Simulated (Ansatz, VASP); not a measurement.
W: VASP beside Ansatz

The input INCAR:

```
SYSTEM = W
ALGO = Normal
EDIFF = 1E-7
ENCUT = 520
ISIF = 2
ISMEAR = -1
LASPH = .True.
LCHARG = .False.
LREAL = .False.
LWAVE = .False.
NBANDS = 13
NELM = 100
PREC = Accurate
SIGMA = 0.08
```

KPOINTS

```
k-points
0
Gamma
  19 19 19
  0 0 0
```

Contents of POSCAR:

```
W
1.0
   -1.3220098550      1.3220098550      1.3220098550
    1.3220098550     -1.3220098550      1.3220098550
    1.3220098550      1.3220098550     -1.3220098550
W
1
Direct
    0.0000000000      0.0000000000      0.0000000000
```

Input for Ansatz:

```yaml
crystal:
  lattice:
    - [-1.322009855, 1.322009855, 1.322009855]
    - [1.322009855, -1.322009855, 1.322009855]
    - [1.322009855, 1.322009855, -1.322009855]
  atoms:
    - { symbol: W, position: [0.0, 0.0, 0.0] }
kpoints:
  mp_grid: { grid: [19, 19, 19] }
scf:
  occupations: { method: fermi_dirac, width: 0.08 }
hamiltonian:
  xc: lda
  pseudopotentials: { kind: all_electron, lapw: { basis_error: 0.001 } }
output:
  forces: true
  stress: true
  eigenvalues: true
  populations: true
```

Change from the starting cell: volume scaled by 0.6, LAPW.

Alike in both runs: task single point; functional LDA; k mesh 19 × 19 × 19; occupations fermi-dirac, width 0.08 eV; no spin polarisation.

|  | VASP | Ansatz |
| --- | --- | --- |
| version | VASP 6.6.1 | Ansatz 0.2.0 |
| potentials or method | VASP PAW LDA potentials, release 64 (W_sv), cutoff 520 eV | all-electron LAPW, scalar-relativistic |

|  | VASP | Ansatz | Ansatz less VASP |
| --- | --- | --- | --- |
| pressure (GPa) | 497.1 | 470.0 | -27.07 |

LDA's correlation is that of Perdew and Zunger in VASP and of Perdew and Wang (1992) in Ansatz. Both programs put the cell under a high pressure, so it lies far from rest at this level. Ansatz ran all-electron here, and VASP with PAW potentials.

Spin-orbit coupling is off throughout. Noted on VASP's run: the cell as given lies far from equilibrium.
